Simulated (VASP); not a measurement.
# Cr (P6_3/mmc) in VASP: a series of runs

Runs on Cr. Level: LDA. Tasks: single point.

Program: VASP 6.6.1. These are calculated values, not measurements. Logs are shortened: lines on timing, memory, paths and dates and some standing lists are left out, and cuts for length are marked.

## Step 1: The cell of the first run

The structure is hexagonal, space group P6_3/mmc (No. 194). Conventional cell: a = 2.377 Å, b = 2.377 Å, c = 8.378 Å, α = 90.00°, β = 90.00°, γ = 120.00°. Cr (site symmetry -3m) has 12 Cr at 2.38 to 2.50 Å within 3.1 Å. Cr (site symmetry -6m2) has 12 Cr at 2.38 to 2.50 Å within 3.1 Å.

## Step 2: Single point, LDA, collinear spin, antiferromagnetic start (volume scaled by 0.92)

Input file INCAR:

```
SYSTEM = Cr
ALGO = Normal ; EDIFF = 1E-6
ENCUT = 520 ; ISIF = 2
ISMEAR = -1 ; ISPIN = 2
LASPH = .TRUE. ; LCHARG = .TRUE.
LELF = .TRUE. ; LMAXMIX = 4
LORBIT = 11 ; LREAL = .FALSE.
LVHAR = .TRUE. ; LWAVE = .FALSE.
MAGMOM = 1.5 1.5 -1.5 -1.5 ; NBANDS = 36
NELM = 150 ; PREC = Accurate
SIGMA = 0.05
```

Input file KPOINTS:

```
k-points
0
G
  17 17 4
  0 0 0
```

Input file POSCAR:

```
Cr
1.0
    2.3773605160      0.0000000000      0.0000000000
   -1.1886802580      2.0588546008      0.0000000000
    0.0000000000      0.0000000000      8.3775898662
Cr
4
Direct
    0.0000000000      1.0000000000      0.0000000000
    0.0000000000      1.0000000000      0.5000000000
    0.3333333333      0.6666666667      0.2500000000
    0.6666666667      0.3333333333      0.7500000000
```

Potentials or basis: VASP PAW LDA potentials, release 64 (Cr_pv).

Run with:

```sh
$ cat potpaw_LDA.64/Cr_pv/POTCAR > POTCAR
$ mpirun -np 1 vasp_std > vasp.out
```

OUTCAR:

```text
SYSTEM = Cr
   EDIFF = 1E-6
   ENCUT = 520
   ISIF = 2
   ISMEAR = -1
   ISPIN = 2
   LASPH = .TRUE.
   LORBIT = 11
   LREAL = .FALSE.
   NELM = 150
   PREC = Accurate

 ion  position               nearest neighbor table
   1  0.000  0.000  0.000-   3 2.50   4 2.50   3 2.50   4 2.50   4 2.50   3 2.50
   2  0.000  0.000  0.500-   3 2.50   4 2.50   3 2.50   4 2.50   4 2.50   3 2.50
   3  0.333  0.667  0.250-   1 2.50   2 2.50   1 2.50   2 2.50   1 2.50   2 2.50
   4  0.667  0.333  0.750-   1 2.50   2 2.50   1 2.50   2 2.50   1 2.50   2 2.50

  LATTYP: Found a hexagonal cell.
 ALAT       =     2.3773605160
 C/A-ratio  =     3.5239038462

  Lattice vectors:

 A1 = (   2.3773605160,   0.0000000000,   0.0000000000)
 A2 = (  -1.1886802580,   2.0588546008,   0.0000000000)
 A3 = (   0.0000000000,   0.0000000000,   8.3775898662)

Analysis of symmetry for initial positions (statically):
=====================================================================
 Subroutine PRICEL returns:
 Original cell was already a primitive cell.

 Routine SETGRP: Setting up the symmetry group for a
 hexagonal supercell.

 Subroutine GETGRP returns: Found 24 space group operations
 (whereof 12 operations were pure point group operations)
 out of a pool of 24 trial point group operations.

The static configuration has the point symmetry D_3d.
 The point group associated with its full space group is D_6h.

Analysis of symmetry for dynamics (positions and initial velocities):
=====================================================================
 Subroutine PRICEL returns:
 Original cell was already a primitive cell.

 Routine SETGRP: Setting up the symmetry group for a
 hexagonal supercell.

 Subroutine GETGRP returns: Found 24 space group operations
 (whereof 12 operations were pure point group operations)
 out of a pool of 24 trial point group operations.

The dynamic configuration has the point symmetry D_3d.
 The point group associated with its full space group is D_6h.

Analysis of structural, dynamic, and magnetic symmetry:
=====================================================================
 Subroutine PRICEL returns:
 Original cell was already a primitive cell.

 Routine SETGRP: Setting up the symmetry group for a
 hexagonal supercell.

 Subroutine GETGRP returns: Found 24 space group operations
 (whereof 12 operations were pure point group operations)
 out of a pool of 24 trial point group operations.

The overall configuration has the point symmetry D_3d.
 The point group associated with its full space group is D_6h.

 Subroutine INISYM returns: Found 24 space group operations
 (whereof 12 operations are pure point group operations),
 and found     1 'primitive' translations

----------------------------------------------------------------------------------------

                                     Primitive cell

  volume of cell :      41.0053

  direct lattice vectors                    reciprocal lattice vectors
     2.377360516  0.000000000  0.000000000     0.420634562  0.242853478  0.000000000
    -1.188680258  2.058854601  0.000000000     0.000000000  0.485706956  0.000000000
     0.000000000  0.000000000  8.377589866     0.000000000  0.000000000  0.119366073

  length of vectors
     2.377360516  2.377360516  8.377589866     0.485706956  0.485706956  0.119366073

  position of ions in fractional coordinates (direct lattice)
     0.000000000  0.000000000  0.000000000
     0.000000000  0.000000000  0.500000000
     0.333333333  0.666666667  0.250000000
     0.666666667  0.333333333  0.750000000

  ion indices of the primitive-cell ions
   primitive index   ion index
                 1           1
                 2           2
                 3           3
                 4           4

----------------------------------------------------------------------------------------

 KPOINTS: k-points

Automatic generation of k-mesh.
 Grid dimensions read from file:
 generate k-points for:   17   17    4

 Generating k-lattice:

  Cartesian coordinates                     Fractional coordinates (reciprocal lattice)
     0.024743210  0.014285499  0.000000000     0.058823529 -0.000000000  0.000000000
     0.000000000  0.028570997  0.000000000     0.000000000  0.058823529  0.000000000
     0.000000000  0.000000000  0.029841518     0.000000000  0.000000000  0.250000000

  Length of vectors
     0.028570997  0.028570997  0.029841518

  Shift w.r.t. Gamma in fractional coordinates (k-lattice)
     0.000000000  0.000000000  0.000000000

 Subroutine IBZKPT returns following result:
 ===========================================

 Found     99 irreducible k-points:

 Following reciprocal coordinates:
            Coordinates               Weight
  0.000000  0.000000  0.000000      1.000000
  0.058824 -0.000000  0.000000      6.000000
  0.117647 -0.000000  0.000000      6.000000
  0.176471 -0.000000  0.000000      6.000000
  0.235294 -0.000000  0.000000      6.000000
  0.294118  0.000000  0.000000      6.000000
[... 16 lines left out ...]
  0.411765  0.117647  0.000000     12.000000
  0.176471  0.176471  0.000000      6.000000
 [... further k-points ...]
   k-points           NKPTS =     99   k-points in BZ     NKDIM =     99   number of bands    NBANDS=     36
   number of dos      NEDOS =    301   number of ions     NIONS =      4
   total plane-waves  NPLWV =  20736
   dimension x,y,z NGX =    18 NGY =   18 NGZ =   64
   dimension x,y,z NGXF=    36 NGYF=   36 NGZF=  128
   ions per type =               4
   NGX,Y,Z   is equivalent  to a cutoff of  12.59, 12.59, 12.70 a.u.
   NGXF,Y,Z  is equivalent  to a cutoff of  25.17, 25.17, 25.40 a.u.
 SYSTEM =  Cr
   PREC   = accura    normal or accurate (medium, high low for compatibility)
   ISTART =      0    job   : 0-new  1-cont  2-samecut
   ICHARG =      2    charge: 1-file 2-atom 10-const
   ISPIN  =      2    spin polarized calculation?
   LNONCOLLINEAR =      F non collinear calculations
   LSORBIT =      F    spin-orbit coupling
   LASPH  =      T    aspherical Exc in radial PAW
   ENCUT  =  520.0 eV  38.22 Ry    6.18 a.u.   4.42  4.42 15.58*2*pi/ulx,y,z
   NELM   =    150;   NELMIN=  2; NELMDL= -5     # of ELM steps
   EDIFF  = 0.1E-05   stopping-criterion for ELM
   LREAL  =      F    real-space projection
   EDIFFG = 0.1E-04   stopping-criterion for IOM
   NSW    =      0    number of steps for IOM
   IBRION =     -1    ionic relax: 0-MD 1-quasi-New 2-CG
   NFREE  =      0    steps in history (QN), initial steepest desc. (CG)
   ISIF   =      2    stress and relaxation
   ISYM   =      2    0-nonsym 1-usesym 2-fastsym
   POTIM  = 0.5000    time-step for ionic-motion
   TEBEG  =    0.0;   TEEND  =   0.0 temperature during run
   PSTRESS=    0.0 pullay stress
   NELECT =      48.0000    total number of electrons
   NUPDOWN=      -1.0000    fix difference up-down
   EMIN   =  10.00;   EMAX   =-10.00  energy-range for DOS
   EFERMI =   0.00;   METHOD = LEGACY
   ISMEAR =    -1;   SIGMA  =   0.05  broadening in eV -4-tet -1-fermi 0-gaus
   EFERMI_NEDOS =   21; number of points for ismear=-14 and -15
   IALGO  =     38    algorithm
   IMIX   =      4    mixing-type and parameters
     AMIX     =   0.40;   BMIX     =  1.00
     AMIX_MAG =   1.60;   BMIX_MAG =  1.00
  volume/ion in A,a.u.               =      10.25        69.18
  Fermi-wavevector in a.u.,A,eV,Ry     =   1.725342  3.260424 40.501912  2.976807
  Thomas-Fermi vector in A             =   2.800861
   LORBIT       =     11    0 simple, 1 ext, 2 COOP (PROOUT), +10 PAW based schemes
   GGA     = CA    functional components
   LHFCALC =     F    Hartree Fock is set to
   AEXX    =    0.0000 exact exchange contribution
   IVDW    =     0    specifies the selected vdW correction
   LEPSILON=     F    determine dielectric tensor
   LRPA    =     F    only Hartree local field effects (RPA)
 spin polarized calculation
  energy-cutoff  :      520.00
  volume of cell :       41.01
 maximum number of plane-waves:      1141
 NGX is ok and might be reduce to    18
   NGX =  9   NGY =  9   NGZ = 31

 number of electron      48.0000035 magnetization      -0.0049076

 number of electron      48.0000038 magnetization       0.0003231

 Free energy of the ion-electron system (eV)
  ---------------------------------------------------
  ext. energy  EPLUGINS =         0.00000000
  ---------------------------------------------------
  free energy    TOTEN  =       -40.61369359 eV

  energy without entropy =      -40.56975194  energy(sigma->0) =      -40.59172277

 E-fermi :  12.3916     XC(G=0): -14.6934

 val. band max:       12.3879073718   @ k =   0.4118   0.1176   0.2500
 cond. band min:      12.4025875703   @ k =   0.1765   0.1765   0.2500
 fundamental gap:      0.0146801985
 Fermi energy:        12.3915657541

 spin component 1

 k-point     1 :       0.0000    0.0000    0.0000
  band No.  band energies     occupation
      1     -30.6969      1.00000
      2     -30.1310      1.00000
      3     -30.1250      1.00000
      4     -29.5300      1.00000
      5     -29.4042      1.00000
      6     -29.4042      1.00000
[... 28 lines left out ...]
     35      15.1593      0.00000
     36      15.1593      0.00000
[... 866 lines left out ...]
      6     -29.8492      1.00000
[... 28 lines left out ...]
     35      16.0308      0.00000
     36      18.2726      0.00000

 [... further k-points ...]

 spin component 2

 k-point     1 :       0.0000    0.0000    0.0000
  band No.  band energies     occupation
      1     -30.6969      1.00000
      2     -30.1310      1.00000
      3     -30.1249      1.00000
      4     -29.5299      1.00000
      5     -29.4041      1.00000
      6     -29.4041      1.00000
[... 28 lines left out ...]
     35      15.1594      0.00000
     36      15.1594      0.00000
[... 866 lines left out ...]
      6     -29.8491      1.00000
[... 28 lines left out ...]
     35      16.0309      0.00000
     36      18.2503      0.00000

 [... further k-points ...]

------------------------ aborting loop because EDIFF is reached ----------------------------------------

  FORCE on cell =-STRESS in cart. coord.  units (eV):
  Direction    XX          YY          ZZ          XY          YZ          ZX
  --------------------------------------------------------------------------------------
  -------------------------------------------------------------------------------------
  Total        7.2708109      7.2708109      6.4960633     -0.0000000      0.0000000      0.0000000
  in kB      284.0884734    284.0884734    253.8171803     -0.0000000      0.0000000      0.0000000
  external PRESSURE =     273.9980424 kB  Pullay stress =       0.0000000 kB

 VOLUME and BASIS-vectors are now :
 -----------------------------------------------------------------------------
  energy-cutoff  :      520.00
  volume of cell :       41.01
      direct lattice vectors                 reciprocal lattice vectors
     2.377360516  0.000000000  0.000000000     0.420634562  0.242853478  0.000000000
    -1.188680258  2.058854601  0.000000000     0.000000000  0.485706956  0.000000000
     0.000000000  0.000000000  8.377589866     0.000000000  0.000000000  0.119366073

 POSITION                                       TOTAL-FORCE (eV/Angst)
 -----------------------------------------------------------------------------------
      0.00000      0.00000      0.00000        -0.000000      0.000000      0.000000
      0.00000      0.00000      4.18879        -0.000000      0.000000      0.000000
     -0.00000      1.37257      2.09440         0.000000     -0.000000     -0.000000
      1.18868      0.68628      6.28319        -0.000000      0.000000     -0.000000
 -----------------------------------------------------------------------------------
    total drift:                                0.000000     -0.000000      0.000000

  FREE ENERGIE OF THE ION-ELECTRON SYSTEM (eV)
  ---------------------------------------------------
  free  energy   TOTEN  =       -40.6136935936 eV

  energy  without entropy=      -40.5697519399  energy(sigma->0) =      -40.59172277

 total charge

# of ion       s       p       d       tot
------------------------------------------
    1        0.479   6.455   4.438  11.371
    2        0.479   6.455   4.438  11.371
    3        0.480   6.455   4.432  11.368
    4        0.480   6.455   4.432  11.368
--------------------------------------------------
tot          1.918  25.821  17.740  45.478

 magnetization (x)

# of ion       s       p       d       tot
------------------------------------------
    1        0.000   0.000   0.000   0.000
    2        0.000   0.000   0.000   0.000
    3       -0.000  -0.000   0.000   0.000
    4       -0.000  -0.000   0.000   0.000
--------------------------------------------------
tot         -0.000   0.000   0.000   0.000
```

It took 6.3 min on 1 thread of Oxide Virtual Turin-like, shared host; peak memory 0.25 GiB.

Results:

```
Free energy                                           : -40.6137 eV
Pressure                                              : 27.4 GPa
Band gap on the k mesh                                : zero (filled and empty bands overlap)
Net moment                                            : 0.00 μB per cell
Valence electrons inside the program's atomic spheres : Cr 11.37
```

Caveat: the cell differs from its parent crystal (volume scaled by 0.92); the starting moments collapsed, and a magnetic state may lie lower.

## Step 3: Single point, LDA, collinear spin, antiferromagnetic start (volume scaled by 0.96)

Input file INCAR:

```
  PREC = Accurate
  ENCUT = 520
  EDIFF = 1E-6
  ISMEAR = -1
  SIGMA = 0.05
  LREAL = F
  LASPH = T
  NELM = 150
  ALGO = Normal
  ISIF = 2
  LWAVE = F
  LCHARG = T
  ISPIN = 2
  MAGMOM = 1.5 1.5 -1.5 -1.5
  LORBIT = 11
  LMAXMIX = 4
  LELF = T
  LVHAR = T
  NBANDS = 36
```

Input file KPOINTS:

```
regular mesh
0
Gamma
  17 17 4
```

Input file POSCAR:

```
Cr
1.0
    2.4113273982      0.0000000000      0.0000000000
   -1.2056636991      2.0882707837      0.0000000000
    0.0000000000      0.0000000000      8.4972858930
Cr
4
Direct
    0.0000000000      1.0000000000      0.0000000000
    0.0000000000      1.0000000000      0.5000000000
    0.3333333333      0.6666666667      0.2500000000
    0.6666666667      0.3333333333      0.7500000000
```

Potentials or basis: VASP PAW LDA potentials, release 64 (Cr_pv).

Run with:

```sh
$ cat potpaw_LDA.64/Cr_pv/POTCAR > POTCAR
$ mpirun -np 1 vasp_std > vasp.out
```

Run time: 4.4 min. Hardware: 1 thread of Oxide Virtual Turin-like, shared host; peak memory 0.25 GiB.

Results (log left out):

```
Free energy                                           : -40.8334 eV
Pressure                                              : 12.3 GPa
Band gap on the k mesh                                : zero (filled and empty bands overlap)
Net moment                                            : 0.00 μB per cell
Valence electrons inside the program's atomic spheres : Cr 11.26
```

Stress tensor (GPa, compression positive):
```
12.75  0.00  0.00
 0.00 12.75  0.00
 0.00  0.00 11.25
```

Levels at points of the mesh, in eV from the Fermi level:
Spin up:
| k point | band 22 | band 23 | band 24 | band 25 | band 26 | band 27 |
| --- | --- | --- | --- | --- | --- | --- |
| (0.00, 0.00, 0.00) | -0.46 | -0.46 | -0.26 | -0.26 | -0.13 | -0.13 |
| (0.00, 0.00, 0.50) | -0.48 | -0.48 | -0.48 | -0.25 | -0.25 | -0.25 |
Spin down:
```
           k point  band 20  band 21  band 22  band 23  band 24  band 25  band 26  band 27  band 28  band 29
(0.00, 0.00, 0.00)    -0.56    -0.56    -0.46    -0.46    -0.26    -0.26    -0.13    -0.13     0.20     1.26
(0.00, 0.00, 0.50)    -0.89    -0.48    -0.48    -0.48    -0.48    -0.25    -0.25    -0.25    -0.25     1.47
```

Caveat: the cell differs from its parent crystal (volume scaled by 0.96); the starting moments collapsed, and a magnetic state may lie lower.

## Step 4: Single point, LDA, collinear spin, antiferromagnetic start

This run uses another cell than the first one, of 11.14 Å³/atom, 1.087 times its volume.

Input file INCAR:

```
PREC = Accurate
ENCUT = 520
EDIFF = 1E-7
ISMEAR = -1
SIGMA = 0.05
LREAL = F
LASPH = T
NELM = 150
ALGO = Normal
ISIF = 2
LWAVE = F
LCHARG = T
ISPIN = 2
MAGMOM = 1.5 1.5 -1.5 -1.5
LORBIT = 11
LMAXMIX = 4
GGA = CA
LELF = T
LVHAR = T
NBANDS = 36
```

Input file KPOINTS:

```
Automatic mesh
0
Gamma
  17 17 4
```

Input file POSCAR:

```
Cr
1.0
    2.4443633855      0.0000000000      0.0000000000
   -1.2221816928      2.1168807880      0.0000000000
    0.0000000000      0.0000000000      8.6137015359
Cr
4
Direct
    0.0000000000      1.0000000000      0.0000000000
    0.0000000000      1.0000000000      0.5000000000
    0.3333333333      0.6666666667      0.2500000000
    0.6666666667      0.3333333333      0.7500000000
```

Run with:

```sh
$ cat potpaw_LDA.64/Cr_pv/POTCAR > POTCAR
$ mpirun -np 1 vasp_std > vasp.out
```

It took 5 min on 1 thread of Oxide Virtual Turin-like, shared host; peak memory 0.26 GiB.

It converged, with:

```yaml
Free_energy: -40.9006 eV
Pressure: 0.0 GPa
Band_gap_on_the_k_mesh: zero (filled and empty bands overlap)
Net_moment: 0.00 μB per cell
Valence_electrons_inside_the_program's_atomic_spheres: Cr 11.17, 11.16
```

Stress tensor (GPa, compression positive):
```
 0.07  0.00  0.00
 0.00  0.07  0.00
 0.00  0.00 -0.22
```

Levels at points of the mesh, in eV from the Fermi level:
Spin up:
| k point | band 20 | band 21 | band 22 | band 23 | band 24 | band 25 | band 26 | band 27 | band 28 | band 29 |
| --- | --- | --- | --- | --- | --- | --- | --- | --- | --- | --- |
| (0.00, 0.00, 0.00) | -0.52 | -0.52 | -0.42 | -0.42 | -0.23 | -0.23 | -0.11 | -0.11 | 0.13 | 1.20 |
| (0.00, 0.00, 0.50) | -0.91 | -0.43 | -0.43 | -0.43 | -0.43 | -0.22 | -0.22 | -0.22 | -0.22 | 1.40 |
Spin down:
```
           k point  band 21  band 22  band 23  band 24  band 25  band 26  band 27  band 28
(0.00, 0.00, 0.00)    -0.52    -0.42    -0.42    -0.23    -0.23    -0.11    -0.11     0.13
(0.00, 0.00, 0.50)    -0.43    -0.43    -0.43    -0.43    -0.22    -0.22    -0.22    -0.22
```

Caveat: the starting moments collapsed, and a magnetic state may lie lower.
